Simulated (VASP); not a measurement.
The system is Ba.

```
CELL_PARAMETERS angstrom
-2.50650 2.50650 2.50650
2.50650 -2.50650 2.50650
2.50650 2.50650 -2.50650
ATOMIC_POSITIONS crystal
Ba 0.00000 0.00000 0.00000
```

| Item | Value |
| --- | --- |
| Program | VASP 6.6.1 |
| Task | relaxation of volume and atoms at fixed shape |
| Functional | PBEsol |
| Potentials or basis | VASP PAW PBE potentials, release 64 (Ba_sv) |
| Cutoff | 600 eV |
| k mesh | 7 × 7 × 7 |
| Occupations | gaussian, width 0.02 eV |
| Spin | no spin polarisation |

At the start: pressure -0.5 GPa; volume 62.99 Å³/atom.

How do energy, volume and symmetry change on relaxing?

Over 4 steps the energy falls by 5.6 meV/atom and the volume is 59.38 Å³/atom (-5.7 %); space group Im-3m (No. 229, to 0.1 Å) before and after.

Step by step:
```csv
step,energy change (eV),largest force (eV/Å),pressure (GPa),volume (Å³)
1,0.0000,0.0000,-0.49,62.99
2,-0.0041,0.0000,-0.28,61.25
3,-0.0054,0.0000,0.09,58.78
4,-0.0056,0.0000,0.01,59.38
```

Final structure:
```yaml
crystal:
  lattice:
    - [-2.45764, 2.45764, 2.45764]
    - [2.45764, -2.45764, 2.45764]
    - [2.45764, 2.45764, -2.45764]
  atoms:
    - { symbol: Ba, position: [0.00000, 0.00000, 0.00000] }
```

Caveat: the PAW data sets were made with another functional, which shifts forces and pressure a little.
